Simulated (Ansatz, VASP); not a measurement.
## One calculation of EuS, two programs

The input INCAR:

```
SYSTEM = EuS
ALGO = Normal
EDIFF = 1E-6
ENCUT = 600
GGA = PS
GGA_COMPAT = .False.
ISIF = 2
ISMEAR = 0
ISPIN = 2
LASPH = .True.
LCHARG = .False.
LDAU = .True.
LDAUJ = 0 0
LDAUL = 3 -1
LDAUPRINT = 1
LDAUTYPE = 2
LDAUU = 8 0
LMAXMIX = 6
LORBIT = 11
LREAL = .False.
LWAVE = .False.
MAGMOM = 7.55 -7.55 0.03 -0.03
NBANDS = 35
NELM = 200
PREC = Accurate
SIGMA = 0.05
```

Contents of KPOINTS:

```
k-points
0
Gamma
  6 6 6
  0 0 0
```

File POSCAR:

```
EuS
1.0
    0.0000000000      2.9785018700      2.9785018700
    5.9570037400      2.9785018700      2.9785018700
    5.9570037400      5.9570037400      0.0000000000
Eu S
2 2
Direct
    0.5000000000      0.5000000000      0.0000000000
    0.5000000000      0.5000000000      0.5000000000
    0.0000000000      0.0000000000      0.0000000000
    0.0000000000      0.0000000000      0.5000000000
```

Input for Ansatz:

```yaml
crystal:
  lattice:
    - [0.0, 2.97850187, 2.97850187]
    - [5.95700374, 2.97850187, 2.97850187]
    - [5.95700374, 5.95700374, 0.0]
  atoms:
    - { symbol: Eu, position: [0.5, 0.5, 0.0], spin: 7.0 }
    - { symbol: S, position: [0.0, 0.0, 0.0] }
    - { symbol: Eu, position: [0.5, 0.5, 0.5], spin: -7.0 }
    - { symbol: S, position: [0.0, 0.0, 0.5] }
basis:
  ecutwfc: 420
  ecutrho_ratio: 4
kpoints:
  mp_grid: { grid: [6, 6, 6] }
hamiltonian:
  xc: pbesol
  hubbard:
    sites:
      - { site: 0, l: f, u_eff: 8.0, starting_ns: [{ spin: up, occupation_matrix: s0up }, { spin: down, occupation_matrix: s0down }] }
      - { site: 2, l: f, u_eff: 8.0, starting_ns: [{ spin: up, occupation_matrix: s2up }, { spin: down, occupation_matrix: s2down }] }
    occupation_matrices:
      s0up:
        matrix:
          - [0.97, 0.0, 0.0, 0.0, 0.0, 0.0, 0.0]
          - [0.0, 0.97, 0.0, 0.0, 0.0, 0.0, 0.0]
          - [0.0, 0.0, 0.97, 0.0, 0.0, 0.0, 0.0]
          - [0.0, 0.0, 0.0, 0.97, 0.0, 0.0, 0.0]
          - [0.0, 0.0, 0.0, 0.0, 0.97, 0.0, 0.0]
          - [0.0, 0.0, 0.0, 0.0, 0.0, 0.97, 0.0]
          - [0.0, 0.0, 0.0, 0.0, 0.0, 0.0, 0.97]
      s0down:
        matrix:
          - [0.02, 0.0, 0.0, 0.0, 0.0, 0.0, 0.0]
          - [0.0, 0.02, 0.0, 0.0, 0.0, 0.0, 0.0]
          - [0.0, 0.0, 0.02, 0.0, 0.0, 0.0, 0.0]
          - [0.0, 0.0, 0.0, 0.02, 0.0, 0.0, 0.0]
          - [0.0, 0.0, 0.0, 0.0, 0.02, 0.0, 0.0]
          - [0.0, 0.0, 0.0, 0.0, 0.0, 0.02, 0.0]
          - [0.0, 0.0, 0.0, 0.0, 0.0, 0.0, 0.02]
      s2up:
        matrix:
          - [0.02, 0.0, 0.0, 0.0, 0.0, 0.0, 0.0]
          - [0.0, 0.02, 0.0, 0.0, 0.0, 0.0, 0.0]
          - [0.0, 0.0, 0.02, 0.0, 0.0, 0.0, 0.0]
          - [0.0, 0.0, 0.0, 0.02, 0.0, 0.0, 0.0]
          - [0.0, 0.0, 0.0, 0.0, 0.02, 0.0, 0.0]
          - [0.0, 0.0, 0.0, 0.0, 0.0, 0.02, 0.0]
          - [0.0, 0.0, 0.0, 0.0, 0.0, 0.0, 0.02]
      s2down:
        matrix:
          - [0.97, 0.0, 0.0, 0.0, 0.0, 0.0, 0.0]
          - [0.0, 0.97, 0.0, 0.0, 0.0, 0.0, 0.0]
          - [0.0, 0.0, 0.97, 0.0, 0.0, 0.0, 0.0]
          - [0.0, 0.0, 0.0, 0.97, 0.0, 0.0, 0.0]
          - [0.0, 0.0, 0.0, 0.0, 0.97, 0.0, 0.0]
          - [0.0, 0.0, 0.0, 0.0, 0.0, 0.97, 0.0]
          - [0.0, 0.0, 0.0, 0.0, 0.0, 0.0, 0.97]
    ns_hold: { iters: 8 }
scf:
  occupations: { method: gaussian, width: 0.05 }
  lower_state_search: "off"
  max_iter: 150
output:
  forces: true
  stress: true
  eigenvalues: true
  populations: true
  hubbard: { sites: [{ site: 0, l: f }, { site: 2, l: f }] }
  write_density: true
  write_potential: true
  elf: true
  volumetric_format: npy
magnetization:
  spin_polarized: true
```

Alike in both runs: task single point; functional PBEsol; k mesh 6 × 6 × 6; occupations gaussian, width 0.05 eV; collinear spin; Hubbard terms Eu f U = 8.0 eV.

|  | VASP | Ansatz |
| --- | --- | --- |
| version | VASP 6.6.1 | Ansatz 0.2.0 |
| potentials or method | VASP PAW PBE potentials, release 64 (Eu, S), cutoff 600 eV | scalar-relativistic, plane waves, PAW |
| valence electrons in the cell | 46 | 46 |

Ansatz gave:

* gap on the k mesh at the Fermi level (eV): 1.41
* least direct gap on the mesh (eV): 1.41
* pressure (GPa): -1.6
* net moment per atom (μB): 0.00
* size of the moment on the site where the two differ most (μB): 6.87

Q: Estimate VASP's values.

A: gap on the k mesh at the Fermi level (eV): 1.19; least direct gap on the mesh (eV): 1.19; pressure (GPa): -1.0; net moment per atom (μB): 0.00; size of the moment on the site where the two differ most (μB): 6.75.

VASP's potentials were made for PBE, not for PBEsol. Site moments also hang on the region over which each program counts them. The programs project onto different local orbitals, so the same U acts differently, and such runs can settle in different states.

Neither program's run includes spin-orbit coupling.
